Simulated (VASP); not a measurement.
Crystal: CoSi2.

```
Co Si
1.0
     0.00000    2.62045    2.62045
     2.62045    0.00000    2.62045
     2.62045    2.62045    0.00000
Co Si
1 2
Direct
  0.00000 0.00000 0.00000
  0.25000 0.25000 0.25000
  0.75000 0.75000 0.75000
```

Program: VASP 6.6.1. Alike in all runs: task single point; level PBEsol; potentials or basis VASP PAW PBE potentials, release 64 (Co, Si); spin collinear, ferromagnetic start; cell as given; k mesh 14 × 14 × 14; cutoff (eV) 520; smearing gaussian 0.15 eV.

Task: Order these runs on this cell by their pressure, lowest first.
A. fixed moment (μB) 1.375
B. fixed moment (μB) 1.925
C. fixed moment (μB) 0.275
D. fixed moment (μB) 0.825

Result: C (9.0 GPa), D (11.2 GPa), A (17.4 GPa), B (23.4 GPa).

Caveats: the PAW data sets were made with another functional, which shifts forces and pressure a little; the total moment is fixed, so each spin has its own Fermi level.
